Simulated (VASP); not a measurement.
Input of a VASP 6.6.1 run:

File POSCAR:

```
MgSe
1.0
    0.0000000000      2.7362693767      2.7362693767
    2.7362693767      0.0000000000      2.7362693767
    2.7362693767      2.7362693767      0.0000000000
Mg Se
1 1
Direct
    0.0000000000      0.0000000000      0.0000000000
    0.5000000000      0.5000000000      0.5000000000
```

The input INCAR.step1:

```
ALGO = Normal
EDIFF = 1E-5
ENCUT = 660
GGA = PE
GGA_COMPAT = F
ISMEAR = 0
LASPH = T
LCHARG = F
LREAL = F
LWAVE = T
NBANDS = 11
NELM = 120
PREC = Accurate
SIGMA = 0.001
```

File INCAR.step2:

```
ALGO = Normal
EDIFF = 1E-6
ENCUT = 660
GGA_COMPAT = F
ISIF = 2
ISMEAR = 0
ISTART = 1
LASPH = T
LCHARG = F
LMIXTAU = T
LREAL = F
LWAVE = F
METAGGA = R2SCAN
NBANDS = 11
NELM = 120
PREC = Accurate
SIGMA = 0.001
```

The input KPOINTS:

```
k-points
0
Gamma
  6 6 6
```

Potentials or basis: VASP PAW PBE potentials, release 64 (Mg, Se).

Command:

```console
$ cat potpaw_PBE.64/Mg/POTCAR potpaw_PBE.64/Se/POTCAR > POTCAR
$ cp INCAR.step1 INCAR
$ mpirun -np 1 vasp_std > vasp.out
$ cp INCAR.step2 INCAR
$ mpirun -np 1 vasp_std > vasp.out
```

**Question.** What does it give for the pressure?

**Answer.** -0.3 GPa.

**Question.** What does it give for the band gap on the k mesh?

**Answer.** 2.44 eV (least direct gap 3.41 eV).

Caveat: the PAW data sets were made with another functional, which shifts forces and pressure a little. A k mesh can miss the band edges.
